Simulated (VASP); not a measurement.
# In3Sb3H14 in VASP: single point with PBE

Aim: the single point of In3Sb3H14 with PBE.

Program: VASP 6.6.1. These are calculated values, not measurements. Logs are shortened: lines on timing, memory, paths and dates and some standing lists are left out, and cuts for length are marked.

### 1 The cell of the first run

The cell holds a cluster in a box, 20 atoms: a = 15.000 Å, b = 15.300 Å, c = 15.600 Å, α = 90.00°, β = 90.00°, γ = 90.00°.

### 2 Single point, PBE

Input file INCAR:

```
ALGO = Normal
EDIFF = 1E-6
ENCUT = 400
GGA = PE
GGA_COMPAT = False
ISIF = 2
ISMEAR = 0
LASPH = True
LCHARG = False
LREAL = Auto
LWAVE = False
NBANDS = 65
NELM = 120
PREC = Accurate
SIGMA = 0.05
```

Input file KPOINTS:

```
k-points
0
Gamma
  1 1 1
```

Input file POSCAR:

```
In3Sb3H14
1.0
   15.0000000000      0.0000000000      0.0000000000
    0.0000000000     15.3000000000      0.0000000000
    0.0000000000      0.0000000000     15.6000000000
In Sb H
3 3 14
Direct
    0.3833999095      0.2751020763      0.3977151541
    0.3834206173      0.6042726849      0.7205316480
    0.5301931616      0.5612771623      0.4399362010
    0.4284643330      0.4554446288      0.3276573897
    0.4284849597      0.6758078127      0.5436889549
    0.5705270434      0.4223904554      0.5761756002
    0.4717926535      0.2879407726      0.4715037250
    0.2772501369      0.2997345970      0.4356746927
    0.4020919239      0.2093620641      0.3087281915
    0.3486666835      0.5302490251      0.2997238339
    0.4897359189      0.4692760149      0.2359982957
    0.4717907193      0.5290225523      0.7078234203
    0.2772620672      0.5656070190      0.6963563112
    0.4021819445      0.6949478298      0.7850595453
    0.3487253272      0.7043105219      0.4702928990
    0.4898016427      0.7692378516      0.5301372619
    0.6392132342      0.3402038679      0.5419892789
    0.6391919891      0.4571840018      0.6568178414
    0.5012090018      0.3603745097      0.6369096247
    0.6423423739      0.5816179235      0.4199429776
```

Potentials or basis: VASP PAW PBE potentials, release 64 (In_d, Sb_d_GW, H).

The run is started by

```console
$ cat potpaw_PBE.64/In_d/POTCAR potpaw_PBE.64/Sb_d_GW/POTCAR potpaw_PBE.64/H/POTCAR > POTCAR
$ mpirun -np 1 vasp_gam > vasp.out
```

OUTCAR:

```text
EDIFF = 1E-6
   ENCUT = 400
   GGA = PE
   ISIF = 2
   ISMEAR = 0
   LASPH = True
   LREAL = Auto
   NELM = 120
   PREC = Accurate

 ion  position               nearest neighbor table
   1  0.383  0.275  0.398-   9 1.74   8 1.74   7 1.77   4 3.04
   2  0.383  0.604  0.721-  14 1.74  13 1.74  12 1.77   5 3.04
   3  0.530  0.561  0.440-  20 1.74   5 2.83   4 2.83   6 3.07
   4  0.428  0.455  0.328-  10 1.71  11 1.71   3 2.83   1 3.04
   5  0.428  0.676  0.544-  15 1.71  16 1.71   3 2.83   2 3.04
   6  0.571  0.422  0.576-  19 1.70  18 1.71  17 1.71   3 3.07
   7  0.472  0.288  0.472-   1 1.77
   8  0.277  0.300  0.436-   1 1.74
   9  0.402  0.209  0.309-   1 1.74
  10  0.349  0.530  0.300-   4 1.71
  11  0.490  0.469  0.236-   4 1.71
  12  0.472  0.529  0.708-   2 1.77
  13  0.277  0.566  0.696-   2 1.74
  14  0.402  0.695  0.785-   2 1.74
  15  0.349  0.704  0.470-   5 1.71
  16  0.490  0.769  0.530-   5 1.71
  17  0.639  0.340  0.542-   6 1.71
  18  0.639  0.457  0.657-   6 1.71
  19  0.501  0.360  0.637-   6 1.70
  20  0.642  0.582  0.420-   3 1.74

  LATTYP: Found a simple orthorhombic cell.
 ALAT       =    15.0000000000
 B/A-ratio  =     1.0200000000
 C/A-ratio  =     1.0400000000

  Lattice vectors:

 A1 = (  15.0000000000,   0.0000000000,   0.0000000000)
 A2 = (   0.0000000000,  15.3000000000,   0.0000000000)
 A3 = (   0.0000000000,   0.0000000000,  15.6000000000)

Analysis of symmetry for initial positions (statically):
=====================================================================
 Subroutine PRICEL returns:
 Original cell was already a primitive cell.

 Routine SETGRP: Setting up the symmetry group for a
 simple orthorhombic supercell.

 Subroutine GETGRP returns: Found  1 space group operations
 (whereof  1 operations were pure point group operations)
 out of a pool of  8 trial point group operations.

The static configuration has the point symmetry C_1 .

Analysis of symmetry for dynamics (positions and initial velocities):
=====================================================================
 Subroutine PRICEL returns:
 Original cell was already a primitive cell.

 Routine SETGRP: Setting up the symmetry group for a
 simple orthorhombic supercell.

 Subroutine GETGRP returns: Found  1 space group operations
 (whereof  1 operations were pure point group operations)
 out of a pool of  8 trial point group operations.

The dynamic configuration has the point symmetry C_1 .

 Subroutine INISYM returns: Found  1 space group operations
 (whereof  1 operations are pure point group operations),
 and found     1 'primitive' translations

----------------------------------------------------------------------------------------

                                     Primitive cell

  volume of cell :    3580.2000

  direct lattice vectors                    reciprocal lattice vectors
    15.000000000  0.000000000  0.000000000     0.066666667  0.000000000  0.000000000
     0.000000000 15.300000000  0.000000000     0.000000000  0.065359477  0.000000000
     0.000000000  0.000000000 15.600000000     0.000000000  0.000000000  0.064102564

  length of vectors
    15.000000000 15.300000000 15.600000000     0.066666667  0.065359477  0.064102564

  position of ions in fractional coordinates (direct lattice)
     0.383399909  0.275102076  0.397715154
     0.383420617  0.604272685  0.720531648
     0.530193162  0.561277162  0.439936201
     0.428464333  0.455444629  0.327657390
     0.428484960  0.675807813  0.543688955
     0.570527043  0.422390455  0.576175600
     0.471792654  0.287940773  0.471503725
     0.277250137  0.299734597  0.435674693
     0.402091924  0.209362064  0.308728192
     0.348666683  0.530249025  0.299723834
     0.489735919  0.469276015  0.235998296
     0.471790719  0.529022552  0.707823420
     0.277262067  0.565607019  0.696356311
     0.402181945  0.694947830  0.785059545
     0.348725327  0.704310522  0.470292899
     0.489801643  0.769237852  0.530137262
     0.639213234  0.340203868  0.541989279
     0.639191989  0.457184002  0.656817841
     0.501209002  0.360374510  0.636909625
     0.642342374  0.581617923  0.419942978

  ion indices of the primitive-cell ions
   primitive index   ion index
                 1           1
                 2           2
                 3           3
                 4           4
                 5           5
                 6           6
                 7           7
                 8           8
                 9           9
                10          10
                11          11
                12          12
                13          13
                14          14
                15          15
                16          16
                17          17
                18          18
                19          19
                20          20

----------------------------------------------------------------------------------------

 KPOINTS: k-points

Automatic generation of k-mesh.
 Grid dimensions read from file:
 generate k-points for:    1    1    1

 Generating k-lattice:

  Cartesian coordinates                     Fractional coordinates (reciprocal lattice)
     0.066666667  0.000000000  0.000000000     1.000000000  0.000000000  0.000000000
     0.000000000  0.065359477  0.000000000     0.000000000  1.000000000  0.000000000
     0.000000000  0.000000000  0.064102564     0.000000000  0.000000000  1.000000000

  Length of vectors
     0.066666667  0.065359477  0.064102564

  Shift w.r.t. Gamma in fractional coordinates (k-lattice)
     0.000000000  0.000000000  0.000000000

 Subroutine IBZKPT returns following result:
 ===========================================

 Found      1 irreducible k-points:

 Following reciprocal coordinates:
            Coordinates               Weight
  0.000000  0.000000  0.000000      1.000000
   k-points           NKPTS =      1   k-points in BZ     NKDIM =      1   number of bands    NBANDS=     65
   number of dos      NEDOS =    301   number of ions     NIONS =     20
   total plane-waves  NPLWV = ******
   dimension x,y,z NGX =    98 NGY =  100 NGZ =  108
   dimension x,y,z NGXF=   196 NGYF=  200 NGZF=  216
   ions per type =               3   3  14
   NGX,Y,Z   is equivalent  to a cutoff of  10.86, 10.87, 11.51 a.u.
   NGXF,Y,Z  is equivalent  to a cutoff of  21.72, 21.73, 23.02 a.u.
 SYSTEM =  unknown system
   PREC   = accura    normal or accurate (medium, high low for compatibility)
   ISTART =      0    job   : 0-new  1-cont  2-samecut
   ICHARG =      2    charge: 1-file 2-atom 10-const
   ISPIN  =      1    spin polarized calculation?
   LNONCOLLINEAR =      F non collinear calculations
   LSORBIT =      F    spin-orbit coupling
   LASPH  =      T    aspherical Exc in radial PAW
   ENCUT  =  400.0 eV  29.40 Ry    5.42 a.u.  24.46 24.95 25.44*2*pi/ulx,y,z
   NELM   =    120;   NELMIN=  2; NELMDL= -5     # of ELM steps
   EDIFF  = 0.1E-05   stopping-criterion for ELM
   LREAL  =      T    real-space projection
   EDIFFG = 0.1E-04   stopping-criterion for IOM
   NSW    =      0    number of steps for IOM
   IBRION =     -1    ionic relax: 0-MD 1-quasi-New 2-CG
   NFREE  =      0    steps in history (QN), initial steepest desc. (CG)
   ISIF   =      2    stress and relaxation
   ISYM   =      2    0-nonsym 1-usesym 2-fastsym
   POTIM  = 0.5000    time-step for ionic-motion
   TEBEG  =    0.0;   TEEND  =   0.0 temperature during run
   PSTRESS=    0.0 pullay stress
   NELECT =      98.0000    total number of electrons
   NUPDOWN=      -1.0000    fix difference up-down
   EMIN   =  10.00;   EMAX   =-10.00  energy-range for DOS
   EFERMI =   0.00;   METHOD = LEGACY
   ISMEAR =     0;   SIGMA  =   0.05  broadening in eV -4-tet -1-fermi 0-gaus
   EFERMI_NEDOS =   21; number of points for ismear=-14 and -15
   IALGO  =     38    algorithm
   IMIX   =      4    mixing-type and parameters
     AMIX     =   0.40;   BMIX     =  1.00
     AMIX_MAG =   1.60;   BMIX_MAG =  1.00
  volume/ion in A,a.u.               =     179.01      1208.02
  Fermi-wavevector in a.u.,A,eV,Ry     =   0.493379  0.932352  3.311975  0.243423
  Thomas-Fermi vector in A             =   1.497768
   LORBIT       =      0    0 simple, 1 ext, 2 COOP (PROOUT), +10 PAW based schemes
   GGA     = PE    functional components
   LHFCALC =     F    Hartree Fock is set to
   AEXX    =    0.0000 exact exchange contribution
   IVDW    =     0    specifies the selected vdW correction
   LEPSILON=     F    determine dielectric tensor
   LRPA    =     F    only Hartree local field effects (RPA)
 non-spin polarized calculation
 Gauss-broadening in eV      SIGMA  =   0.05
  energy-cutoff  :      400.00
  volume of cell :     3580.20
 maximum number of plane-waves:     32526
 NGX is ok and might be reduce to    98
   NGX = 49   NGY = 49   NGZ = 51

 number of electron      98.0000000 magnetization

 Free energy of the ion-electron system (eV)
  ---------------------------------------------------
  ext. energy  EPLUGINS =         0.00000000
  ---------------------------------------------------
  free energy    TOTEN  =       -61.36049512 eV

  energy without entropy =      -61.36049512  energy(sigma->0) =      -61.36049512

 E-fermi :  -5.3470     XC(G=0):  -1.2419

 val. band max:       -5.5855735693   @ k =   0.0000   0.0000   0.0000
 cond. band min:      -1.9239903424   @ k =   0.0000   0.0000   0.0000
 fundamental gap:      3.6615832269
 Fermi energy:        -5.3470410433

 k-point     1 :       0.0000    0.0000    0.0000
  band No.  band energies     occupation
      1     -33.5001      2.00000
      2     -33.4987      2.00000
      3     -33.4122      2.00000
      4     -33.4088      2.00000
      5     -33.3665      2.00000
      6     -33.0515      2.00000
      7     -33.0513      2.00000
      8     -33.0176      2.00000
      9     -33.0174      2.00000
     10     -32.9628      2.00000
     11     -32.9624      2.00000
     12     -32.9355      2.00000
     13     -32.9351      2.00000
     14     -32.9139      2.00000
     15     -32.9137      2.00000
     16     -18.8571      2.00000
     17     -18.7744      2.00000
     18     -18.7627      2.00000
     19     -18.6930      2.00000
     20     -18.6806      2.00000
     21     -17.8849      2.00000
     22     -17.8846      2.00000
     23     -17.7173      2.00000
     24     -17.7173      2.00000
     25     -17.7058      2.00000
     26     -17.7058      2.00000
     27     -17.6409      2.00000
     28     -17.6406      2.00000
     29     -17.6176      2.00000
     30     -17.6175      2.00000
     31     -14.7574      2.00000
     32     -14.2031      2.00000
     33     -14.0222      2.00000
     34     -10.0357      2.00000
     35      -9.8585      2.00000
     36      -9.8255      2.00000
     37      -8.7491      2.00000
     38      -8.6566      2.00000
     39      -8.5299      2.00000
     40      -8.3904      2.00000
     41      -7.3155      2.00000
     42      -7.2089      2.00000
     43      -6.7830      2.00000
     44      -6.1633      2.00000
     45      -6.1311      2.00000
     46      -6.1276      2.00000
     47      -6.0577      2.00000
     48      -6.0562      2.00000
     49      -5.5856      2.00000
     50      -1.9240      0.00000
     51      -1.8684      0.00000
     52      -1.4215      0.00000
     53      -1.3948      0.00000
     54      -1.1235      0.00000
     55      -0.8483      0.00000
     56      -0.8250      0.00000
     57      -0.8177      0.00000
     58      -0.2191      0.00000
     59       0.0249      0.00000
     60       0.0878      0.00000
     61       0.1412      0.00000
 [bands above 61 left out]

------------------------ aborting loop because EDIFF is reached ----------------------------------------

  FORCE on cell =-STRESS in cart. coord.  units (eV):
  Direction    XX          YY          ZZ          XY          YZ          ZX
  --------------------------------------------------------------------------------------
  -------------------------------------------------------------------------------------
  Total       -1.0459426     -1.0183042     -1.0002550     -0.0017513     -0.0540155     -0.0000085
  in kB       -0.4680704     -0.4557019     -0.4476247     -0.0007837     -0.0241725     -0.0000038
  external PRESSURE =      -0.4571323 kB  Pullay stress =       0.0000000 kB

 VOLUME and BASIS-vectors are now :
 -----------------------------------------------------------------------------
  energy-cutoff  :      400.00
  volume of cell :     3580.20
      direct lattice vectors                 reciprocal lattice vectors
    15.000000000  0.000000000  0.000000000     0.066666667  0.000000000  0.000000000
     0.000000000 15.300000000  0.000000000     0.000000000  0.065359477  0.000000000
     0.000000000  0.000000000 15.600000000     0.000000000  0.000000000  0.064102564

 POSITION                                       TOTAL-FORCE (eV/Angst)
 -----------------------------------------------------------------------------------
      5.75100      4.20906      6.20436        -0.009989     -0.021073     -0.004399
      5.75131      9.24537     11.24029        -0.011517      0.005888      0.019691
      7.95290      8.58754      6.86300         0.016493      0.005948     -0.001715
      6.42696      6.96830      5.11146        -0.001745     -0.012065      0.009944
      6.42727     10.33986      8.48155        -0.001895     -0.009724      0.009884
      8.55791      6.46257      8.98834        -0.009348      0.009422     -0.011215
      7.07689      4.40549      7.35546        -0.014992      0.000871     -0.012469
      4.15875      4.58594      6.79653         0.028352     -0.005099     -0.013876
      6.03138      3.20324      4.81616        -0.003203      0.023916      0.029552
      5.23000      8.11281      4.67569        -0.009452      0.005435     -0.003783
      7.34604      7.17992      3.68157         0.006735      0.001429     -0.007801
      7.07686      8.09405     11.04205        -0.015222      0.012395     -0.000853
      4.15893      8.65379     10.86316         0.028059      0.013704      0.005042
      6.03273     10.63270     12.24693        -0.003338     -0.029653     -0.024396
      5.23088     10.77595      7.33657        -0.009477      0.003640     -0.005410
      7.34702     11.76934      8.27014         0.006703      0.007516     -0.001884
      9.58820      5.20512      8.45503         0.005567     -0.008652     -0.005523
      9.58788      6.99492     10.24636         0.005752      0.005988      0.008951
      7.51814      5.51373      9.93579        -0.001334     -0.007769      0.008074
      9.63514      8.89875      6.55111        -0.006150     -0.002118      0.002187
 -----------------------------------------------------------------------------------
    total drift:                               -0.001168      0.005544     -0.004403

  FREE ENERGIE OF THE ION-ELECTRON SYSTEM (eV)
  ---------------------------------------------------
  free  energy   TOTEN  =       -61.3604951245 eV

  energy  without entropy=      -61.3604951245  energy(sigma->0) =      -61.36049512
```

Wall time 9.1 min (1 thread of Intel Xeon Platinum 8259CL at 2.50GHz (Skylake/Cascade Lake), shared host); peak memory 1.6 GiB.

Results:

* Free energy: -61.3605 eV
* Largest force: 0.039 eV/Å
* Gap between the frontier levels: 3.66 eV

Forces in eV/Å, atoms in the order of the input:
```
In  -0.010 -0.021 -0.004
In  -0.012  0.006  0.020
In   0.016  0.006 -0.002
Sb  -0.002 -0.012  0.010
Sb  -0.002 -0.010  0.010
Sb  -0.009  0.009 -0.011
H   -0.015  0.001 -0.012
H    0.028 -0.005 -0.014
H   -0.003  0.024  0.030
H   -0.009  0.005 -0.004
H    0.007  0.001 -0.008
H   -0.015  0.012 -0.001
H    0.028  0.014  0.005
H   -0.003 -0.030 -0.024
H   -0.009  0.004 -0.005
H    0.007  0.008 -0.002
H    0.006 -0.009 -0.006
H    0.006  0.006  0.009
H   -0.001 -0.008  0.008
H   -0.006 -0.002  0.002
```

Caveat: spin-orbit coupling is left out, which moves the levels of the heavy elements.
